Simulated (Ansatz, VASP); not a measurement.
## Ca3Zr3N2: VASP beside Ansatz

```
CELL_PARAMETERS angstrom
3.29394 0.00000 0.00000
0.00000 3.29394 0.00000
0.00000 0.00000 15.87083
ATOMIC_POSITIONS crystal
Ca 0.00000 0.00000 0.69889
Ca 0.00000 0.00000 0.30111
Ca 0.50000 0.50000 0.50000
Zr 0.00000 0.00000 0.00000
Zr 0.50000 0.50000 0.86037
Zr 0.50000 0.50000 0.13963
N 0.00000 0.00000 0.14574
N 0.00000 0.00000 0.85426
```

Alike in both runs: functional PBE; k mesh 10 × 10 × 2; occupations gaussian, width 0.1 eV; no spin polarisation.

Ansatz relaxed the structure, and its values are those at the end. VASP's run is a single point on that final structure, the one shown.

|  | VASP | Ansatz |
| --- | --- | --- |
| version | VASP 6.6.1 | Ansatz 0.2.0 |
| potentials or method | VASP PAW PBE potentials, release 64 (Ca_sv, Zr_sv, N), cutoff 600 eV | scalar-relativistic, plane waves, PAW |
| valence electrons in the cell | 76 | 76 |

|  | VASP | Ansatz | Ansatz less VASP |
| --- | --- | --- | --- |
| gap on the k mesh at the Fermi level (eV) | none | none | - |
| pressure (GPa) | 0.1 | 0.0 | -0.09 |
| rms of the force components (eV/Å) | 0.007 | 0.003 | -0.0039 |

A gap of «none» marks a metal or a gap that the smearing closes. The functional is the same, so the differences come from potentials, cutoffs and numerics.
